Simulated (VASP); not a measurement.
A run of VASP 6.6.1 is set up as follows.

INCAR

```
PREC = Accurate ; ENCUT = 520
EDIFF = 1E-6 ; ISMEAR = 0
SIGMA = 0.1 ; LREAL = F
LASPH = T ; NELM = 80
ALGO = Fast ; ISIF = 2
LWAVE = F ; LCHARG = T
GGA = PE ; LELF = T
LVHAR = T ; NBANDS = 33
```

The input KPOINTS:

```
regular mesh
0
Gamma
  8 8 8
```

File POSCAR:

```
GaBiP4
1.0
    0.0000000000      4.0205861476      4.0205861476
    4.0205861476      0.0000000000      4.0205861476
    4.0205861476      4.0205861476      0.0000000000
Ga Bi P
1 1 4
Direct
    0.2500000000      0.2500000000      0.2500000000
    0.0000000000      0.0000000000      0.0000000000
    0.6008216264      0.1975351207      0.6008216264
    0.6008216264      0.6008216264      0.1975351207
    0.6008216264      0.6008216264      0.6008216264
    0.1975351207      0.6008216264      0.6008216264
```

Potentials or basis: VASP PAW PBE potentials, release 64 (Ga_d, Bi_d, P).

Command:

```sh
$ cat potpaw_PBE.64/Ga_d/POTCAR potpaw_PBE.64/Bi_d/POTCAR potpaw_PBE.64/P/POTCAR > POTCAR
$ mpirun -np 1 vasp_std > vasp.out
```

(1) Estimate the largest force.

(2) Estimate the pressure.

(3) Estimate the band gap on the k mesh.

Answers

(1) 0.089 eV/Å.

(2) -0.2 GPa.

(3) zero (bands 24 and 25 overlap by 1.64 eV).

Caveat: spin-orbit coupling is left out, which moves the levels of the heavy elements.
